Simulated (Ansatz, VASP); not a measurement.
One calculation of Mg9BiSb5, two programs

```
Mg Bi Sb
1.0
     0.00000    0.00000    7.21160
     6.85103    3.95544    0.00000
    -6.85103    3.95544    0.00000
Mg Bi Sb
9 1 5
Direct
  0.63356 0.33333 0.33333
  0.63316 0.66667 0.00000
  0.63316 0.00000 0.66667
  0.36982 0.33333 0.99678
  0.36982 0.66989 0.66989
  0.36982 0.99678 0.33333
  0.99861 0.99125 0.99125
  0.99861 0.33333 0.67542
  0.99861 0.67542 0.33333
  0.21617 0.33333 0.33333
  0.22563 0.66667 0.00000
  0.22563 0.00000 0.66667
  0.77580 0.33333 0.00018
  0.77580 0.66649 0.66649
  0.77580 0.00018 0.33333
```

Alike in both runs: functional PBEsol; k mesh 6 × 6 × 6; occupations gaussian, width 0.01 eV; no spin polarisation.

Ansatz relaxed the structure, and its values are those at the end. VASP's run is a single point on that final structure, the one shown.

|  | VASP | Ansatz |
| --- | --- | --- |
| version | VASP 6.6.1 | Ansatz 0.2.0 |
| potentials or method | VASP PAW PBE potentials, release 64 (Mg, Bi_d, Sb), cutoff 520 eV | scalar-relativistic, plane waves, PAW |
| valence electrons in the cell | 58 | 180 |

|  | VASP | Ansatz | Ansatz less VASP |
| --- | --- | --- | --- |
| gap on the k mesh at the Fermi level (eV) | 0.14 | 0.16 | +0.021 |
| least direct gap on the mesh (eV) | 0.19 | 0.21 | +0.024 |
| pressure (GPa) | 0.1 | 0.0 | -0.08 |
| rms of the force components (eV/Å) | 0.009 | 0.000 | -0.0093 |

VASP's potentials were made for PBE, not for PBEsol. The functional is the same, so the differences come from potentials, cutoffs and numerics. VASP's potentials hold 58 valence electrons a cell and Ansatz's 180, so a difference there can come from the potentials and not from the codes.

Neither program's run includes spin-orbit coupling.
